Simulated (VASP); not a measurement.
# Mg3SiO (Pm-3m) in VASP: further runs

Aim: see how the results for Mg3SiO move with the level of theory and the settings. Levels: LDA, PBE. Tasks: single point.

All numbers are computed with VASP 6.6.1; they aren't measurements. Logs are shortened: lines on timing, memory, paths and dates and some standing lists are left out, and cuts for length are marked.

## 1. The cell of the first run

Symmetry: Pm-3m, No. 221, cubic system. The conventional cell has a = 4.138 Å, b = 4.138 Å, c = 4.138 Å, α = 90.00°, β = 90.00°, γ = 90.00°. Within 3.9 Å of Si (site symmetry m-3m) lie 12 Mg at 2.93 Å and 8 O at 3.58 Å. Within 2.7 Å of O (site symmetry m-3m) lie 6 Mg at 2.07 Å. Within 2.7 Å of Mg (site symmetry 4/mmm) lie 2 O at 2.07 Å.

## 2. Single point, LDA

The input, INCAR:

```
SYSTEM = Mg3SiO
  PREC = Accurate
  ENCUT = 520
  EDIFF = 1E-6
  ISMEAR = -1
  SIGMA = 0.02
  LREAL = .FALSE.
  LASPH = .TRUE.
  NELM = 100
  ALGO = Normal
  ISIF = 2
  LWAVE = .FALSE.
  LCHARG = .FALSE.
  GGA = CA
  NBANDS = 16
```

The input, KPOINTS:

```
Automatic mesh
0
G
  6 6 6
  0 0 0
```

The input, POSCAR:

```
Mg3SiO
1.0
    4.1379967222      0.0000000000      0.0000000000
    0.0000000000      4.1379967222      0.0000000000
    0.0000000000      0.0000000000      4.1379967222
Si O Mg
1 1 3
Direct
    0.0000000000      0.0000000000      0.0000000000
    0.5000000000      0.5000000000      0.5000000000
    0.5000000000      0.5000000000      0.0000000000
    0.5000000000      0.0000000000      0.5000000000
    0.0000000000      0.5000000000      0.5000000000
```

Potentials or basis: VASP PAW LDA potentials, release 64 (Si, O, Mg).

The run is started by

```
$ cat potpaw_LDA.64/Si/POTCAR potpaw_LDA.64/O/POTCAR potpaw_LDA.64/Mg/POTCAR > POTCAR
$ mpirun -np 1 vasp_std > vasp.out
```

OUTCAR:

```text
SYSTEM = Mg3SiO
   PREC = Accurate
   ENCUT = 520
   EDIFF = 1E-6
   ISMEAR = -1
   LREAL = .FALSE.
   LASPH = .TRUE.
   NELM = 100
   ISIF = 2
   GGA = CA

 ion  position               nearest neighbor table
   1  0.000  0.000  0.000-   3 2.93   4 2.93   5 2.93   4 2.93   5 2.93   3 2.93   5 2.93   5 2.93
                             3 2.93   4 2.93   4 2.93   3 2.93
   2  0.500  0.500  0.500-   3 2.07   4 2.07   5 2.07   3 2.07   4 2.07   5 2.07
   3  0.500  0.500  0.000-   2 2.07   2 2.07   4 2.93   5 2.93   1 2.93   4 2.93   5 2.93   1 2.93
                             4 2.93   4 2.93   1 2.93   5 2.93   5 2.93   1 2.93
   4  0.500  0.000  0.500-   2 2.07   2 2.07   3 2.93   5 2.93   1 2.93   3 2.93   1 2.93   3 2.93
                             5 2.93   3 2.93   1 2.93   5 2.93   1 2.93   5 2.93
   5  0.000  0.500  0.500-   2 2.07   2 2.07   3 2.93   4 2.93   1 2.93   3 2.93   1 2.93   4 2.93
                             1 2.93   1 2.93   3 2.93   4 2.93   3 2.93   4 2.93

  LATTYP: Found a simple cubic cell.
 ALAT       =     4.1379967222

  Lattice vectors:

 A1 = (   4.1379967222,   0.0000000000,   0.0000000000)
 A2 = (   0.0000000000,   4.1379967222,   0.0000000000)
 A3 = (   0.0000000000,   0.0000000000,   4.1379967222)

Analysis of symmetry for initial positions (statically):
=====================================================================
 Subroutine PRICEL returns:
 Original cell was already a primitive cell.

 Routine SETGRP: Setting up the symmetry group for a
 simple cubic supercell.

 Subroutine GETGRP returns: Found 48 space group operations
 (whereof 48 operations were pure point group operations)
 out of a pool of 48 trial point group operations.

The static configuration has the point symmetry O_h .

Analysis of symmetry for dynamics (positions and initial velocities):
=====================================================================
 Subroutine PRICEL returns:
 Original cell was already a primitive cell.

 Routine SETGRP: Setting up the symmetry group for a
 simple cubic supercell.

 Subroutine GETGRP returns: Found 48 space group operations
 (whereof 48 operations were pure point group operations)
 out of a pool of 48 trial point group operations.

The dynamic configuration has the point symmetry O_h .

 Subroutine INISYM returns: Found 48 space group operations
 (whereof 48 operations are pure point group operations),
 and found     1 'primitive' translations

----------------------------------------------------------------------------------------

                                     Primitive cell

  volume of cell :      70.8550

  direct lattice vectors                    reciprocal lattice vectors
     4.137996722  0.000000000  0.000000000     0.241662830  0.000000000  0.000000000
     0.000000000  4.137996722  0.000000000     0.000000000  0.241662830  0.000000000
     0.000000000  0.000000000  4.137996722     0.000000000  0.000000000  0.241662830

  length of vectors
     4.137996722  4.137996722  4.137996722     0.241662830  0.241662830  0.241662830

  position of ions in fractional coordinates (direct lattice)
     0.000000000  0.000000000  0.000000000
     0.500000000  0.500000000  0.500000000
     0.500000000  0.500000000  0.000000000
     0.500000000  0.000000000  0.500000000
     0.000000000  0.500000000  0.500000000

  ion indices of the primitive-cell ions
   primitive index   ion index
                 1           1
                 2           2
                 3           3
                 4           4
                 5           5

----------------------------------------------------------------------------------------

 KPOINTS: Automatic mesh

Automatic generation of k-mesh.
 Grid dimensions read from file:
 generate k-points for:    6    6    6

 Generating k-lattice:

  Cartesian coordinates                     Fractional coordinates (reciprocal lattice)
     0.040277138  0.000000000  0.000000000     0.166666667  0.000000000  0.000000000
     0.000000000  0.040277138  0.000000000     0.000000000  0.166666667  0.000000000
     0.000000000  0.000000000  0.040277138     0.000000000  0.000000000  0.166666667

  Length of vectors
     0.040277138  0.040277138  0.040277138

  Shift w.r.t. Gamma in fractional coordinates (k-lattice)
     0.000000000  0.000000000  0.000000000

 Subroutine IBZKPT returns following result:
 ===========================================

 Found     20 irreducible k-points:

 Following reciprocal coordinates:
            Coordinates               Weight
  0.000000  0.000000  0.000000      1.000000
  0.166667  0.000000  0.000000      6.000000
  0.333333  0.000000  0.000000      6.000000
  0.500000  0.000000  0.000000      3.000000
  0.166667  0.166667  0.000000     12.000000
  0.333333  0.166667  0.000000     24.000000
[... 12 lines left out ...]
  0.500000  0.500000  0.333333      6.000000
  0.500000  0.500000  0.500000      1.000000
   k-points           NKPTS =     20   k-points in BZ     NKDIM =     20   number of bands    NBANDS=     16
   number of dos      NEDOS =    301   number of ions     NIONS =      5
   total plane-waves  NPLWV =  32768
   dimension x,y,z NGX =    32 NGY =   32 NGZ =   32
   dimension x,y,z NGXF=    64 NGYF=   64 NGZF=   64
   ions per type =               1   1   3
   NGX,Y,Z   is equivalent  to a cutoff of  12.86, 12.86, 12.86 a.u.
   NGXF,Y,Z  is equivalent  to a cutoff of  25.71, 25.71, 25.71 a.u.
 SYSTEM =  Mg3SiO
   PREC   = accura    normal or accurate (medium, high low for compatibility)
   ISTART =      0    job   : 0-new  1-cont  2-samecut
   ICHARG =      2    charge: 1-file 2-atom 10-const
   ISPIN  =      1    spin polarized calculation?
   LNONCOLLINEAR =      F non collinear calculations
   LSORBIT =      F    spin-orbit coupling
   LASPH  =      T    aspherical Exc in radial PAW
   ENCUT  =  520.0 eV  38.22 Ry    6.18 a.u.   7.69  7.69  7.69*2*pi/ulx,y,z
   NELM   =    100;   NELMIN=  2; NELMDL= -5     # of ELM steps
   EDIFF  = 0.1E-05   stopping-criterion for ELM
   LREAL  =      F    real-space projection
   EDIFFG = 0.1E-04   stopping-criterion for IOM
   NSW    =      0    number of steps for IOM
   IBRION =     -1    ionic relax: 0-MD 1-quasi-New 2-CG
   NFREE  =      0    steps in history (QN), initial steepest desc. (CG)
   ISIF   =      2    stress and relaxation
   ISYM   =      2    0-nonsym 1-usesym 2-fastsym
   POTIM  = 0.5000    time-step for ionic-motion
   TEBEG  =    0.0;   TEEND  =   0.0 temperature during run
   PSTRESS=    0.0 pullay stress
   NELECT =      16.0000    total number of electrons
   NUPDOWN=      -1.0000    fix difference up-down
   EMIN   =  10.00;   EMAX   =-10.00  energy-range for DOS
   EFERMI =   0.00;   METHOD = LEGACY
   ISMEAR =    -1;   SIGMA  =   0.02  broadening in eV -4-tet -1-fermi 0-gaus
   EFERMI_NEDOS =   21; number of points for ismear=-14 and -15
   IALGO  =     38    algorithm
   IMIX   =      4    mixing-type and parameters
     AMIX     =   0.40;   BMIX     =  1.00
     AMIX_MAG =   1.60;   BMIX_MAG =  1.00
  volume/ion in A,a.u.               =      14.17        95.63
  Fermi-wavevector in a.u.,A,eV,Ry     =   0.996915  1.883896 13.522000  0.993839
  Thomas-Fermi vector in A             =   2.129036
   LORBIT       =      0    0 simple, 1 ext, 2 COOP (PROOUT), +10 PAW based schemes
   GGA     = CA    functional components
   LHFCALC =     F    Hartree Fock is set to
   AEXX    =    0.0000 exact exchange contribution
   IVDW    =     0    specifies the selected vdW correction
   LEPSILON=     F    determine dielectric tensor
   LRPA    =     F    only Hartree local field effects (RPA)
 non-spin polarized calculation
  energy-cutoff  :      520.00
  volume of cell :       70.85
 maximum number of plane-waves:      1935
 NGX is ok and might be reduce to    32
   NGX = 15   NGY = 15   NGZ = 15

 number of electron      16.0000005 magnetization

 Free energy of the ion-electron system (eV)
  ---------------------------------------------------
  ext. energy  EPLUGINS =         0.00000000
  ---------------------------------------------------
  free energy    TOTEN  =       -22.69469350 eV

  energy without entropy =      -22.69430554  energy(sigma->0) =      -22.69449952

 E-fermi :   5.7204     XC(G=0): -10.3314

 val. band max:        5.6414592007   @ k =   0.5000   0.3333   0.0000
 cond. band min:       5.7850889816   @ k =   0.5000   0.5000   0.1667
 fundamental gap:      0.1436297809
 Fermi energy:         5.7204032788

 k-point     1 :       0.0000    0.0000    0.0000
  band No.  band energies     occupation
      1     -14.5499      2.00000
      2      -3.3030      2.00000
      3      -0.8137      2.00000
      4      -0.8137      2.00000
      5      -0.8137      2.00000
      6       5.2814      2.00000
[... 8 lines left out ...]
     15      13.8846      0.00000
     16      13.8846      0.00000

 k-point     2 :       0.1667    0.0000    0.0000
  band No.  band energies     occupation
      1     -14.5282      2.00000
      2      -3.3008      2.00000
      3      -0.7783      2.00000
      4      -0.7783      2.00000
      5      -0.7664      2.00000
      6       3.6811      2.00000
[... 8 lines left out ...]
     15      12.6566      0.00000
     16      13.9506      0.00000

 k-point     3 :       0.3333    0.0000    0.0000
  band No.  band energies     occupation
      1     -14.4846      2.00000
      2      -3.3354      2.00000
      3      -0.7046      2.00000
      4      -0.7046      2.00000
      5      -0.4299      2.00000
      6       1.9296      2.00000
[... 8 lines left out ...]
     15      12.3658      0.00000
     16      12.5078      0.00000
[... 286 lines left out ...]
 k-point    19 :       0.5000    0.5000    0.3333
  band No.  band energies     occupation
      1     -14.3250      2.00000
      2      -1.4873      2.00000
      3      -1.4873      2.00000
      4      -1.1849      2.00000
      5      -1.0530      2.00000
      6       2.3903      2.00000
[... 8 lines left out ...]
     15      15.1412      0.00000
     16      16.3775      0.00000

 k-point    20 :       0.5000    0.5000    0.5000
  band No.  band energies     occupation
      1     -14.3057      2.00000
      2      -1.3573      2.00000
      3      -1.3573      2.00000
      4      -1.3573      2.00000
      5      -0.7341      2.00000
      6       2.1581      2.00000
[... 8 lines left out ...]
     15      15.2716      0.00000
     16      16.9567      0.00000

------------------------ aborting loop because EDIFF is reached ----------------------------------------

  FORCE on cell =-STRESS in cart. coord.  units (eV):
  Direction    XX          YY          ZZ          XY          YZ          ZX
  --------------------------------------------------------------------------------------
  -------------------------------------------------------------------------------------
  Total       -0.3010220     -0.3010220     -0.3010220      0.0000000     -0.0000000     -0.0000000
  in kB       -6.8067284     -6.8067284     -6.8067284      0.0000000     -0.0000000     -0.0000000
  external PRESSURE =      -6.8067284 kB  Pullay stress =       0.0000000 kB

 VOLUME and BASIS-vectors are now :
 -----------------------------------------------------------------------------
  energy-cutoff  :      520.00
  volume of cell :       70.85
      direct lattice vectors                 reciprocal lattice vectors
     4.137996722  0.000000000  0.000000000     0.241662830  0.000000000  0.000000000
     0.000000000  4.137996722  0.000000000     0.000000000  0.241662830  0.000000000
     0.000000000  0.000000000  4.137996722     0.000000000  0.000000000  0.241662830

 POSITION                                       TOTAL-FORCE (eV/Angst)
 -----------------------------------------------------------------------------------
      0.00000      0.00000      0.00000         0.000000      0.000000      0.000000
      2.06900      2.06900      2.06900         0.000000      0.000000      0.000000
      2.06900      2.06900      0.00000         0.000000      0.000000      0.000000
      2.06900      0.00000      2.06900         0.000000      0.000000      0.000000
      0.00000      2.06900      2.06900         0.000000      0.000000      0.000000
 -----------------------------------------------------------------------------------
    total drift:                                0.000000      0.000000     -0.000000

  FREE ENERGIE OF THE ION-ELECTRON SYSTEM (eV)
  ---------------------------------------------------
  free  energy   TOTEN  =       -22.6946934994 eV

  energy  without entropy=      -22.6943055402  energy(sigma->0) =      -22.69449952
```

Run time: 6.9 s. Hardware: 1 thread of Intel Xeon 6975P-C (Granite Rapids), shared host; peak memory 0.16 GiB.

Results:

```yaml
Free_energy: -22.6947 eV
Pressure: -0.7 GPa
Band_gap_on_the_k_mesh: 0.14 eV (least direct gap 0.63 eV)
```

## 3. Single point, PBE

This run uses another cell than the first one, of 14.65 Å³/atom.

The input, INCAR:

```
ALGO = Normal
EDIFF = 1E-7
ENCUT = 520
GGA = PE
ISIF = 2
ISMEAR = -1
LASPH = T
LCHARG = F
LREAL = F
LWAVE = F
NBANDS = 16
NELM = 100
PREC = Accurate
SIGMA = 0.02
```

The input, KPOINTS:

```
k-points
0
Gamma
  6 6 6
```

POSCAR, as its differences from that of step 2:

```diff
@@ -2,5 +2,5 @@
 1.0
-    4.1379967222      0.0000000000      0.0000000000
-    0.0000000000      4.1379967222      0.0000000000
-    0.0000000000      0.0000000000      4.1379967222
+    4.1836345404      0.0000000000      0.0000000000
+    0.0000000000      4.1836345404      0.0000000000
+    0.0000000000      0.0000000000      4.1836345404
 Si O Mg
```

Potentials or basis: VASP PAW PBE potentials, release 64 (Si, O, Mg).

The run is started by

```
$ cat potpaw_PBE.64/Si/POTCAR potpaw_PBE.64/O/POTCAR potpaw_PBE.64/Mg/POTCAR > POTCAR
$ mpirun -np 1 vasp_std > vasp.out
```

OUTCAR:

```text
EDIFF = 1E-7
   ENCUT = 520
   GGA = PE
   ISIF = 2
   ISMEAR = -1
   LASPH = T
   LREAL = F
   NELM = 100
   PREC = Accurate

 ion  position               nearest neighbor table
   1  0.000  0.000  0.000-   3 2.96   4 2.96   5 2.96   4 2.96   5 2.96   3 2.96   5 2.96   5 2.96
                             3 2.96   4 2.96   4 2.96   3 2.96
   2  0.500  0.500  0.500-   3 2.09   4 2.09   5 2.09   3 2.09   4 2.09   5 2.09
   3  0.500  0.500  0.000-   2 2.09   2 2.09   4 2.96   5 2.96   1 2.96   4 2.96   5 2.96   1 2.96
                             4 2.96   4 2.96   1 2.96   5 2.96   5 2.96   1 2.96
   4  0.500  0.000  0.500-   2 2.09   2 2.09   3 2.96   5 2.96   1 2.96   3 2.96   1 2.96   3 2.96
                             5 2.96   3 2.96   1 2.96   5 2.96   1 2.96   5 2.96
   5  0.000  0.500  0.500-   2 2.09   2 2.09   3 2.96   4 2.96   1 2.96   3 2.96   1 2.96   4 2.96
                             1 2.96   1 2.96   3 2.96   4 2.96   3 2.96   4 2.96

  LATTYP: Found a simple cubic cell.
 ALAT       =     4.1836345404

  Lattice vectors:

 A1 = (   4.1836345404,   0.0000000000,   0.0000000000)
 A2 = (   0.0000000000,   4.1836345404,   0.0000000000)
 A3 = (   0.0000000000,   0.0000000000,   4.1836345404)

[... 179 lines left out ...]
 fundamental gap:      0.1501500476
 Fermi energy:         5.6084101719

 k-point     1 :       0.0000    0.0000    0.0000
  band No.  band energies     occupation
      1     -14.7144      2.00000
      2      -3.3188      2.00000
      3      -0.6705      2.00000
      4      -0.6705      2.00000
      5      -0.6705      2.00000
      6       5.1583      2.00000
[... 357 lines left out ...]
      3      -1.1826      2.00000
      4      -1.1826      2.00000
      5      -0.8338      2.00000
      6       2.1268      2.00000
[... 8 lines left out ...]
     15      15.0451      0.00000
     16      16.6862      0.00000

------------------------ aborting loop because EDIFF is reached ----------------------------------------

  FORCE on cell =-STRESS in cart. coord.  units (eV):
  Direction    XX          YY          ZZ          XY          YZ          ZX
  --------------------------------------------------------------------------------------
  -------------------------------------------------------------------------------------
  Total        0.8765269      0.8765269      0.8765269      0.0000000     -0.0000000      0.0000000
  in kB       19.1784987     19.1784987     19.1784987      0.0000000     -0.0000000      0.0000000
  external PRESSURE =      19.1784987 kB  Pullay stress =       0.0000000 kB

 VOLUME and BASIS-vectors are now :
 -----------------------------------------------------------------------------
  energy-cutoff  :      520.00
  volume of cell :       73.23
      direct lattice vectors                 reciprocal lattice vectors
     4.183634540  0.000000000  0.000000000     0.239026614  0.000000000  0.000000000
     0.000000000  4.183634540  0.000000000     0.000000000  0.239026614  0.000000000
     0.000000000  0.000000000  4.183634540     0.000000000  0.000000000  0.239026614

 POSITION                                       TOTAL-FORCE (eV/Angst)
 -----------------------------------------------------------------------------------
      0.00000      0.00000      0.00000         0.000000      0.000000      0.000000
      2.09182      2.09182      2.09182         0.000000      0.000000      0.000000
      2.09182      2.09182      0.00000         0.000000      0.000000      0.000000
      2.09182      0.00000      2.09182         0.000000      0.000000      0.000000
      0.00000      2.09182      2.09182         0.000000      0.000000      0.000000
 -----------------------------------------------------------------------------------
    total drift:                                0.000000      0.000000     -0.000000

  FREE ENERGIE OF THE ION-ELECTRON SYSTEM (eV)
  ---------------------------------------------------
  free  energy   TOTEN  =       -19.9243470063 eV

  energy  without entropy=      -19.9240043389  energy(sigma->0) =      -19.92417567
```

stdout:

```text
POSCAR found type information on POSCAR SiO Mg
 POSCAR found :  3 types and       5 ions
 scaLAPACK will be used
 LDA part: xc-table for (Slater+PW92), standard interpolation
 POSCAR, INCAR and KPOINTS ok, starting setup
 FFT: planning ... GRIDC
 FFT: planning ... GRID_SOFT
 FFT: planning ... GRID
 WAVECAR not read
 entering main loop
```

It took 9.8 s on 1 thread of Intel Xeon 6975P-C (Granite Rapids), shared host; peak memory 0.18 GiB.

Results:

| Quantity | Value |
| --- | --- |
| Free energy | -19.9243 eV |
| Pressure | 1.9 GPa |
| Band gap on the k mesh | 0.15 eV (least direct gap 0.60 eV) |

A k mesh can miss the band edges.
